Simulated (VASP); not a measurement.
# TaRu (P4/mmm) in VASP: a series of runs

TaRu is run at these levels: LDA; tasks: single point, relaxation of cell and atoms.

All numbers are computed with VASP 6.6.1; they aren't measurements. Logs are shortened: lines on timing, memory, paths and dates and some standing lists are left out, and cuts for length are marked.

## Step 1: The cell of the first run

It takes space group P4/mmm (No. 123, tetragonal). Conventional cell: a = 3.002 Å, b = 3.002 Å, c = 3.367 Å, α = 90.00°, β = 90.00°, γ = 90.00°. Ta (site symmetry 4/mmm) has 8 Ru at 2.71 Å and 6 Ta at 3.00 to 3.37 Å within 3.6 Å. Within 3.6 Å of Ru (site symmetry 4/mmm) lie 8 Ta at 2.71 Å and 6 Ru at 3.00 to 3.37 Å.

## Step 2: Single point, LDA

Contents of INCAR:

```
ALGO = Fast
EDIFF = 1E-6
ENCUT = 520
GGA = CA
ISIF = 2
ISMEAR = 0
LASPH = T
LCHARG = T
LELF = T
LREAL = F
LVHAR = T
LWAVE = F
NBANDS = 20
NELM = 60
PREC = Accurate
SIGMA = 0.1
```

Contents of KPOINTS:

```
k-points
0
Gamma
  14 14 12
```

Contents of POSCAR:

```
TaRu
1.0
    3.0019129098      0.0000000000      0.0000000000
    0.0000000000      3.0019129098      0.0000000000
    0.0000000000      0.0000000000      3.3669670712
Ta Ru
1 1
Direct
    0.5000000000      0.5000000000      0.5000000000
    0.0000000000      0.0000000000      0.0000000000
```

Potentials or basis: VASP PAW LDA potentials, release 64 (Ta_pv, Ru_pv).

On the command line:

```console
$ cat potpaw_LDA.64/Ta_pv/POTCAR potpaw_LDA.64/Ru_pv/POTCAR > POTCAR
$ mpirun -np 1 vasp_std > vasp.out
```

OUTCAR:

```text
EDIFF = 1E-6
   ENCUT = 520
   GGA = CA
   ISIF = 2
   ISMEAR = 0
   LASPH = T
   LREAL = F
   NELM = 60
   PREC = Accurate

 ion  position               nearest neighbor table
   1  0.500  0.500  0.500-   2 2.71   2 2.71   2 2.71   2 2.71   2 2.71   2 2.71   2 2.71   2 2.71

   2  0.000  0.000  0.000-   1 2.71   1 2.71   1 2.71   1 2.71   1 2.71   1 2.71   1 2.71   1 2.71

  LATTYP: Found a simple tetragonal cell.
 ALAT       =     3.0019129098
 C/A-ratio  =     1.1216071793

  Lattice vectors:

 A1 = (   3.0019129098,   0.0000000000,   0.0000000000)
 A2 = (   0.0000000000,   3.0019129098,   0.0000000000)
 A3 = (   0.0000000000,   0.0000000000,   3.3669670712)

Analysis of symmetry for initial positions (statically):
=====================================================================
 Subroutine PRICEL returns:
 Original cell was already a primitive cell.

 Routine SETGRP: Setting up the symmetry group for a
 simple tetragonal supercell.

 Subroutine GETGRP returns: Found 16 space group operations
 (whereof 16 operations were pure point group operations)
 out of a pool of 16 trial point group operations.

The static configuration has the point symmetry D_4h.

Analysis of symmetry for dynamics (positions and initial velocities):
=====================================================================
 Subroutine PRICEL returns:
 Original cell was already a primitive cell.

 Routine SETGRP: Setting up the symmetry group for a
 simple tetragonal supercell.

 Subroutine GETGRP returns: Found 16 space group operations
 (whereof 16 operations were pure point group operations)
 out of a pool of 16 trial point group operations.

The dynamic configuration has the point symmetry D_4h.

 Subroutine INISYM returns: Found 16 space group operations
 (whereof 16 operations are pure point group operations),
 and found     1 'primitive' translations

----------------------------------------------------------------------------------------

                                     Primitive cell

  volume of cell :      30.3414

  direct lattice vectors                    reciprocal lattice vectors
     3.001912910  0.000000000  0.000000000     0.333120923  0.000000000  0.000000000
     0.000000000  3.001912910  0.000000000     0.000000000  0.333120923  0.000000000
     0.000000000  0.000000000  3.366967071     0.000000000  0.000000000  0.297003202

  length of vectors
     3.001912910  3.001912910  3.366967071     0.333120923  0.333120923  0.297003202

  position of ions in fractional coordinates (direct lattice)
     0.500000000  0.500000000  0.500000000
     0.000000000  0.000000000  0.000000000

  ion indices of the primitive-cell ions
   primitive index   ion index
                 1           1
                 2           2

----------------------------------------------------------------------------------------

 KPOINTS: k-points

Automatic generation of k-mesh.
 Grid dimensions read from file:
 generate k-points for:   14   14   12

 Generating k-lattice:

  Cartesian coordinates                     Fractional coordinates (reciprocal lattice)
     0.023794352  0.000000000  0.000000000     0.071428571  0.000000000  0.000000000
     0.000000000  0.023794352  0.000000000     0.000000000  0.071428571  0.000000000
     0.000000000  0.000000000  0.024750267     0.000000000  0.000000000  0.083333333

  Length of vectors
     0.023794352  0.023794352  0.024750267

  Shift w.r.t. Gamma in fractional coordinates (k-lattice)
     0.000000000  0.000000000  0.000000000

 Subroutine IBZKPT returns following result:
 ===========================================

 Found    252 irreducible k-points:

 Following reciprocal coordinates:
            Coordinates               Weight
  0.000000  0.000000  0.000000      1.000000
  0.071429  0.000000  0.000000      4.000000
  0.142857  0.000000  0.000000      4.000000
  0.214286  0.000000  0.000000      4.000000
  0.285714  0.000000  0.000000      4.000000
  0.357143  0.000000  0.000000      4.000000
[... 16 lines left out ...]
  0.285714  0.214286  0.000000      8.000000
  0.357143  0.214286  0.000000      8.000000
 [... further k-points ...]
   k-points           NKPTS =    252   k-points in BZ     NKDIM =    252   number of bands    NBANDS=     20
   number of dos      NEDOS =    301   number of ions     NIONS =      2
   total plane-waves  NPLWV =  16128
   dimension x,y,z NGX =    24 NGY =   24 NGZ =   28
   dimension x,y,z NGXF=    48 NGYF=   48 NGZF=   56
   ions per type =               1   1
   NGX,Y,Z   is equivalent  to a cutoff of  13.29, 13.29, 13.83 a.u.
   NGXF,Y,Z  is equivalent  to a cutoff of  26.58, 26.58, 27.65 a.u.
 SYSTEM =  unknown system
   PREC   = accura    normal or accurate (medium, high low for compatibility)
   ISTART =      0    job   : 0-new  1-cont  2-samecut
   ICHARG =      2    charge: 1-file 2-atom 10-const
   ISPIN  =      1    spin polarized calculation?
   LNONCOLLINEAR =      F non collinear calculations
   LSORBIT =      F    spin-orbit coupling
   LASPH  =      T    aspherical Exc in radial PAW
   ENCUT  =  520.0 eV  38.22 Ry    6.18 a.u.   5.58  5.58  6.26*2*pi/ulx,y,z
   NELM   =     60;   NELMIN=  2; NELMDL= -5     # of ELM steps
   EDIFF  = 0.1E-05   stopping-criterion for ELM
   LREAL  =      F    real-space projection
   EDIFFG = 0.1E-04   stopping-criterion for IOM
   NSW    =      0    number of steps for IOM
   IBRION =     -1    ionic relax: 0-MD 1-quasi-New 2-CG
   NFREE  =      0    steps in history (QN), initial steepest desc. (CG)
   ISIF   =      2    stress and relaxation
   ISYM   =      2    0-nonsym 1-usesym 2-fastsym
   POTIM  = 0.5000    time-step for ionic-motion
   TEBEG  =    0.0;   TEEND  =   0.0 temperature during run
   PSTRESS=    0.0 pullay stress
   NELECT =      25.0000    total number of electrons
   NUPDOWN=      -1.0000    fix difference up-down
   EMIN   =  10.00;   EMAX   =-10.00  energy-range for DOS
   EFERMI =   0.00;   METHOD = LEGACY
   ISMEAR =     0;   SIGMA  =   0.10  broadening in eV -4-tet -1-fermi 0-gaus
   EFERMI_NEDOS =   21; number of points for ismear=-14 and -15
   IALGO  =     68    algorithm
   IMIX   =      4    mixing-type and parameters
     AMIX     =   0.40;   BMIX     =  1.00
     AMIX_MAG =   1.60;   BMIX_MAG =  1.00
  volume/ion in A,a.u.               =      15.17       102.38
  Fermi-wavevector in a.u.,A,eV,Ry     =   1.534769  2.900294 32.048759  2.355517
  Thomas-Fermi vector in A             =   2.641651
   LORBIT       =      0    0 simple, 1 ext, 2 COOP (PROOUT), +10 PAW based schemes
   GGA     = CA    functional components
   LHFCALC =     F    Hartree Fock is set to
   AEXX    =    0.0000 exact exchange contribution
   IVDW    =     0    specifies the selected vdW correction
   LEPSILON=     F    determine dielectric tensor
   LRPA    =     F    only Hartree local field effects (RPA)
 non-spin polarized calculation
 RMM-DIIS sequential band-by-band and
 Gauss-broadening in eV      SIGMA  =   0.10
  energy-cutoff  :      520.00
  volume of cell :       30.34
 maximum number of plane-waves:       836
 NGX is ok and might be reduce to    24
   NGX = 11   NGY = 11   NGZ = 13

 number of electron      24.9999998 magnetization

 Free energy of the ion-electron system (eV)
  ---------------------------------------------------
  ext. energy  EPLUGINS =         0.00000000
  ---------------------------------------------------
  free energy    TOTEN  =       -24.07583540 eV

  energy without entropy =      -24.06864988  energy(sigma->0) =      -24.07224264

 E-fermi :   9.7174     XC(G=0): -13.7108

 val. band max:        9.7123421323   @ k =   0.2143   0.0000   0.2500
 cond. band min:       9.7264579350   @ k =   0.1429   0.1429   0.4167
 fundamental gap:      0.0141158027
 Fermi energy:         9.7173986716

 k-point     1 :       0.0000    0.0000    0.0000
  band No.  band energies     occupation
      1     -33.0570      2.00000
      2     -32.9838      2.00000
      3     -32.9838      2.00000
      4     -24.8456      2.00000
      5     -24.6781      2.00000
      6     -24.6781      2.00000
[... 12 lines left out ...]
     19      19.5753      0.00000
     20      19.5753      0.00000

 k-point     2 :       0.0714    0.0000    0.0000
  band No.  band energies     occupation
      1     -33.0551      2.00000
      2     -32.9931      2.00000
      3     -32.9825      2.00000
      4     -24.8456      2.00000
      5     -24.7076      2.00000
      6     -24.6770      2.00000
[... 12 lines left out ...]
     19      19.1358      0.00000
     20      20.0758      0.00000

 k-point     3 :       0.1429    0.0000    0.0000
  band No.  band energies     occupation
      1     -33.0497      2.00000
      2     -33.0191      2.00000
      3     -32.9786      2.00000
      4     -24.8456      2.00000
      5     -24.7896      2.00000
      6     -24.6742      2.00000
[... 12 lines left out ...]
     19      18.8746      0.00000
     20      21.2926      0.00000

 k-point     4 :       0.2143    0.0000    0.0000
  band No.  band energies     occupation
      1     -33.0565      2.00000
      2     -33.0419      2.00000
      3     -32.9732      2.00000
      4     -24.9063      2.00000
      5     -24.8457      2.00000
      6     -24.6701      2.00000
[... 12 lines left out ...]
     19      19.9382      0.00000
     20      20.5667      0.00000

 k-point     5 :       0.2857    0.0000    0.0000
  band No.  band energies     occupation
      1     -33.0977      2.00000
      2     -33.0333      2.00000
      3     -32.9671      2.00000
      4     -25.0333      2.00000
      5     -24.8458      2.00000
      6     -24.6656      2.00000
[... 12 lines left out ...]
     19      19.9373      0.00000
     20      22.3127      0.00000
[... 353 lines left out ...]
      6     -24.7485      2.00000
[... 12 lines left out ...]
     19      19.9368      0.00000
     20      23.5695      0.00000

 k-point    22 :       0.2143    0.2143    0.0000
  band No.  band energies     occupation
      1     -33.0577      2.00000
      2     -33.0437      2.00000
      3     -33.0295      2.00000
      4     -24.9064      2.00000
      5     -24.8572      2.00000
      6     -24.8364      2.00000
[... 12 lines left out ...]
     19      20.3856      0.00000
     20      21.5587      0.00000

 k-point    23 :       0.2857    0.2143    0.0000
  band No.  band energies     occupation
      1     -33.0957      2.00000
      2     -33.0465      2.00000
      3     -33.0223      2.00000
      4     -25.0040      2.00000
      5     -24.8635      2.00000
      6     -24.8310      2.00000
[... 12 lines left out ...]
     19      19.9366      0.00000
     20      21.0970      0.00000

 k-point    24 :       0.3571    0.2143    0.0000
  band No.  band energies     occupation
      1     -33.1344      2.00000
      2     -33.0443      2.00000
      3     -33.0158      2.00000
      4     -25.1054      2.00000
      5     -24.8539      2.00000
      6     -24.8262      2.00000
[... 12 lines left out ...]
     19      19.9365      0.00000
     20      21.8969      0.00000

 [... further k-points ...]

------------------------ aborting loop because EDIFF is reached ----------------------------------------

  FORCE on cell =-STRESS in cart. coord.  units (eV):
  Direction    XX          YY          ZZ          XY          YZ          ZX
  --------------------------------------------------------------------------------------
  -------------------------------------------------------------------------------------
  Total        0.1938606      0.1938606      0.1839911      0.0000000      0.0000000      0.0000000
  in kB       10.2368222     10.2368222      9.7156628      0.0000000      0.0000000      0.0000000
  external PRESSURE =      10.0631024 kB  Pullay stress =       0.0000000 kB

 VOLUME and BASIS-vectors are now :
 -----------------------------------------------------------------------------
  energy-cutoff  :      520.00
  volume of cell :       30.34
      direct lattice vectors                 reciprocal lattice vectors
     3.001912910  0.000000000  0.000000000     0.333120923  0.000000000  0.000000000
     0.000000000  3.001912910  0.000000000     0.000000000  0.333120923  0.000000000
     0.000000000  0.000000000  3.366967071     0.000000000  0.000000000  0.297003202

 POSITION                                       TOTAL-FORCE (eV/Angst)
 -----------------------------------------------------------------------------------
      1.50096      1.50096      1.68348         0.000000      0.000000      0.000000
      0.00000      0.00000      0.00000         0.000000      0.000000      0.000000
 -----------------------------------------------------------------------------------
    total drift:                                0.000000      0.000000     -0.000000

  FREE ENERGIE OF THE ION-ELECTRON SYSTEM (eV)
  ---------------------------------------------------
  free  energy   TOTEN  =       -24.0758354024 eV

  energy  without entropy=      -24.0686498804  energy(sigma->0) =      -24.07224264
```

Run time: 4.9 min. Hardware: 1 thread of AMD EPYC 7R43 (Zen 3), shared host; peak memory 0.21 GiB.

Results:

* Free energy: -24.0758 eV
* Pressure: 1.0 GPa
* Band gap on the k mesh: zero (an odd number of electrons rules out a gap without spin polarisation)

Caveat: spin-orbit coupling is left out, which moves the levels of the heavy elements.

## Step 3: Single point, LDA

Contents of INCAR:

```
PREC = Accurate
ENCUT = 520
EDIFF = 1E-6
ISMEAR = -1
SIGMA = 0.15
LREAL = False
LASPH = True
NELM = 100
ALGO = Fast
ISIF = 2
LWAVE = False
LCHARG = True
GGA = CA
LELF = True
LVHAR = True
NBANDS = 20
```

Contents of KPOINTS:

```
regular mesh
0
Gamma
  14 14 12
```

Contents of POSCAR:

```
TaRu
1.0
    3.0060130845      0.0000000000      0.0000000000
    0.0000000000      3.0060130845      0.0000000000
    0.0000000000      0.0000000000      3.3616253979
Ta Ru
1 1
Direct
    0.5000000000      0.5000000000      0.5000000000
    0.0000000000      0.0000000000      0.0000000000
```

Potentials or basis: VASP PAW LDA potentials, release 64 (Ta_pv, Ru_pv).

On the command line:

```console
$ cat potpaw_LDA.64/Ta_pv/POTCAR potpaw_LDA.64/Ru_pv/POTCAR > POTCAR
$ mpirun -np 1 vasp_std > vasp.out
```

It took 4.2 min on 1 thread of AMD EPYC 7R43 (Zen 3), shared host; peak memory 0.21 GiB.

It converged, with:

- Free energy: -24.1390 eV
- Pressure: 1.0 GPa
- Band gap on the k mesh: zero (an odd number of electrons rules out a gap without spin polarisation)

Levels at points of the mesh, in eV from the Fermi level:
```
           k point  band 9  band 10  band 11  band 12  band 13  band 14  band 15  band 16
(0.00, 0.00, 0.00)   -5.89    -2.45    -2.45    -1.47     0.42     1.92     4.58     4.72
(0.50, 0.00, 0.00)   -3.72    -2.66    -2.17    -2.00    -1.21    -0.75     0.50     1.91
(0.50, 0.50, 0.00)   -4.79    -4.79     0.38     1.30     1.68     1.68     3.22     4.97
(0.00, 0.00, 0.50)   -4.09    -2.68    -1.81    -1.81    -0.77     0.08     0.88     0.88
(0.50, 0.00, 0.50)   -3.57    -3.55    -0.91     0.68     0.77     0.88     1.08     4.48
(0.50, 0.50, 0.50)   -3.44    -3.35    -2.61    -2.61    -0.35     0.41     3.86     5.48
```

Caveat: spin-orbit coupling is left out, which moves the levels of the heavy elements.

## Step 4: Relaxation of cell and atoms, LDA

Contents of INCAR:

```
PREC = Accurate ; ENCUT = 600
EDIFF = 1E-7 ; ISMEAR = 0
SIGMA = 0.1 ; LREAL = False
LASPH = True ; NELM = 100
ALGO = Fast ; ISIF = 3
LWAVE = False ; LCHARG = False
IBRION = 2 ; NSW = 100
EDIFFG = -0.005
```

KPOINTS is that of step 3.

Contents of POSCAR:

```
TaRu
1.0
    3.0075490204      0.0000000000      0.0000000000
    0.0000000000      3.0075490204      0.0000000000
    0.0000000000      0.0000000000      3.3510012646
Ta Ru
1 1
Direct
    0.5000000000      0.5000000000      0.5000000000
    0.0000000000      0.0000000000      0.0000000000
```

On the command line:

```console
$ cat potpaw_LDA.64/Ta_pv/POTCAR potpaw_LDA.64/Ru_pv/POTCAR > POTCAR
$ mpirun -np 1 vasp_std > vasp.out
```

It took 12 min on 1 thread of AMD EPYC 7R43 (Zen 3), shared host; peak memory 0.24 GiB.

The run converged. Its results:

```
Free energy                           : -24.0764 eV
Relaxed volume                        : 15.23 Å³/atom
Relaxed cell                          : a = 3.006 Å, b = 3.006 Å, c = 3.371 Å, α = 90.00°, β = 90.00°, γ = 90.00°
Space group after relaxing (to 0.1 Å) : P4/mmm (No. 123)
Energy gained by relaxing             : 0.6 meV/atom
Ionic steps                           : 4
Pressure after relaxing               : 0.0 GPa
Band gap on the k mesh                : zero (an odd number of electrons rules out a gap without spin polarisation)
```

Step by step:
| step | energy change (eV) | largest force (eV/Å) | pressure (GPa) | volume (Å³) |
| --- | --- | --- | --- | --- |
| 1 | 0.0000 | 0.0000 | 1.32 | 30.31 |
| 2 | 0.0038 | 0.0000 | -3.78 | 30.86 |
| 3 | -0.0008 | 0.0000 | -0.25 | 30.47 |
| 4 | -0.0011 | 0.0000 | -0.01 | 30.45 |

Final structure:
```xyz
2
Lattice="3.0055 0.0000 0.0000 0.0000 3.0055 0.0000 0.0000 0.0000 3.3709" Properties=species:S:1:pos:R:3 pbc="T T T"
Ta    1.5028    1.5028    1.6855
Ru    3.0055    0.0000    3.3709
```

Levels at points of the mesh, in eV from the Fermi level:
| k point | band 10 | band 11 | band 12 | band 13 | band 14 | band 15 |
| --- | --- | --- | --- | --- | --- | --- |
| (0.00, 0.00, 0.00) | -2.44 | -2.44 | -1.45 | 0.39 | 1.92 | 4.56 |
| (0.50, 0.00, 0.00) | -2.66 | -2.17 | -1.98 | -1.19 | -0.77 | 0.50 |
| (0.50, 0.50, 0.00) | -4.78 | 0.39 | 1.32 | 1.69 | 1.69 | 3.23 |
| (0.00, 0.00, 0.50) | -2.69 | -1.78 | -1.78 | -0.75 | 0.07 | 0.89 |
| (0.50, 0.00, 0.50) | -3.52 | -0.92 | 0.69 | 0.76 | 0.88 | 1.04 |
| (0.50, 0.50, 0.50) | -3.36 | -2.60 | -2.60 | -0.33 | 0.42 | 3.81 |

Caveat: spin-orbit coupling is left out, which moves the levels of the heavy elements.

## Step 5: The runs side by side

| task | cell | cutoff (eV) | smearing | gap on the mesh (eV) | pressure (GPa) |
| --- | --- | --- | --- | --- | --- |
| single point | a = 3.002, b = 3.002, c = 3.367 Å, 2 atoms | 520 | gaussian 0.1 eV | none | 1.0 |
| single point | a = 3.006, b = 3.006, c = 3.362 Å, 2 atoms | 520 | fermi-dirac 0.15 eV | none | 1.0 |
| relaxation of cell and atoms | relaxed from a = 3.008, b = 3.008, c = 3.351 Å, 2 atoms | 600 | gaussian 0.1 eV | none | 0.0 |

Alike in all rows: level LDA; potentials or basis VASP PAW LDA potentials, release 64 (Ta_pv, Ru_pv); no spin polarisation; k mesh 14 × 14 × 12.

Caveats: spin-orbit coupling is left out, which moves the levels of the heavy elements.

Absolute energies hang on the potentials; compare differences alone.
